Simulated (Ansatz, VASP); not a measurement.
# MgO in VASP and in Ansatz

```
CELL_PARAMETERS angstrom
3.48402 0.00000 0.00000
-1.74201 3.01725 0.00000
0.00000 0.00000 4.18532
ATOMIC_POSITIONS crystal
Mg 0.33333 0.66667 0.25000
Mg 0.66667 0.33333 0.75000
O 0.66667 0.33333 0.25000
O 0.33333 0.66667 0.75000
```

Alike in both runs: task single point; functional r2SCAN; k mesh 12 × 12 × 6; no spin polarisation.

```csv
,VASP,Ansatz
version,VASP 6.6.1,Ansatz 0.2.0
potentials or method,"VASP PAW PBE potentials, release 64 (Mg_sv, O)","plane waves, PAW"
plane-wave cutoff (eV),750,500
occupations,"gaussian, width 0.01 eV",fixed
valence electrons in the cell,32,32
```

VASP gave:

- gap on the k mesh at the Fermi level (eV): 4.10

Problem. Which values does Ansatz return?

Solution. gap on the k mesh at the Fermi level (eV): 4.09.

VASP's potentials were made for PBE, not for r2SCAN.
